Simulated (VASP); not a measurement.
Wanted: the native input for a VASP 6.6.1 run.

```
Task                   : single point
Functional             : PBE
Potentials or basis    : VASP PAW PBE potentials, release 64 (Ga_d)
Cutoff                 : 520 eV
k mesh                 : 1 × 1 × 1
Occupations            : fermi-dirac, width 0.01 eV
Spin                   : collinear spin
Starting moments       : [1.0] μB
Dipole correction      : no
Further INCAR settings : ALGO = Normal; EDIFF = 1e-07; NBANDS = 16; ISYM = 0
```

The structure of Ga lies in POSCAR:

```
Ga
1.0
   14.0000000000      0.0000000000      0.0000000000
    0.0000000000     14.4000000000      0.0000000000
    0.0000000000      0.0000000000     14.8000000000
Ga
1
Direct
    0.5000000000      0.5000000000      0.5000000000
```

These files were run (other wordings do the same):

INCAR

```
SYSTEM = Ga
  PREC = Accurate
  ENCUT = 520
  EDIFF = 1E-7
  ISMEAR = -1
  SIGMA = 0.01
  LREAL = .FALSE.
  LASPH = .TRUE.
  NELM = 150
  ALGO = Normal
  ISIF = 2
  LWAVE = .FALSE.
  LCHARG = .FALSE.
  ISPIN = 2
  MAGMOM = 1
  LORBIT = 11
  GGA = PE
  ISYM = 0
  NBANDS = 16
```

KPOINTS

```
Automatic mesh
0
G
  1 1 1
  0 0 0
```

Potentials or basis: VASP PAW PBE potentials, release 64 (Ga_d).

Run with:

```bash
$ cat potpaw_PBE.64/Ga_d/POTCAR > POTCAR
$ mpirun -np 1 vasp_gam > vasp.out
```

It gave:

```
Pressure                                              : 0.0 GPa
Band gap on the k mesh                                : zero (filled and empty bands touch)
Net moment                                            : 1.00 μB per cell
Site moments                                          : Ga +0.28 μB
Valence electrons inside the program's atomic spheres : Ga 11.39
```

Wall time 4.4 min on 1 thread of AMD EPYC 9R45 96-Core Processor (Zen 5), on a shared host, peak memory 2.7 GiB.
